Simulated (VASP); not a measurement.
SnH5:

```
Sn H
1.0
     3.61799    0.00000    0.00000
    -1.80899    3.13327    0.00000
     0.00000    0.00000    5.35271
Sn H
1 5
Direct
  0.33333 0.66667 0.00000
  0.66667 0.33333 0.68167
  0.33333 0.66667 0.57252
  0.66667 0.33333 0.50000
  0.33333 0.66667 0.42748
  0.66667 0.33333 0.31833
```

- Program: VASP 6.6.1
- Task: relaxation of cell and atoms
- Functional: PBE
- Potentials or basis: VASP PAW PBE potentials, release 64 (Sn_d, H)
- Cutoff: 600 eV
- k mesh: 6 × 6 × 4
- Occupations: gaussian, width 0.1 eV
- Spin: no spin polarisation

At the start: pressure -0.3 GPa; volume 10.11 Å³/atom.

Problem. Where does the relaxation end?

Solution. Over 9 steps the energy falls by 12.4 meV/atom and the volume is 9.85 Å³/atom (-2.6 %); space group P-6m2 (No. 187, to 0.05 Å).

Step by step:
```
step  energy change (eV)  largest force (eV/Å)  pressure (GPa)  volume (Å³)
   1              0.0000                0.1503           -0.26        60.68
   2             -0.0189                0.1351           -0.28        60.53
   3             -0.0439                0.6103           -0.14        60.04
   4             -0.0520                0.3914           -0.35        59.95
   5             -0.0575                0.4155           -0.67        59.80
   6             -0.0628                0.3501           -0.51        59.67
   7             -0.0728                0.1376            0.02        59.28
   8             -0.0618                0.3672            1.19        58.51
   9             -0.0741                0.0324            0.28        59.10
```

Final structure:
```xyz
6
Lattice="3.4771 0.0000 0.0000 -1.7385 3.0112 0.0000 0.0000 0.0000 5.6446" Properties=species:S:1:pos:R:3 pbc="T T T"
Sn    0.0000    2.0075    0.0000
H     1.7385    1.0037    3.7871
H     0.0000    2.0075    3.2051
H     1.7385    1.0037    2.8223
H     0.0000    2.0075    2.4395
H     1.7385    1.0037    1.8575
```
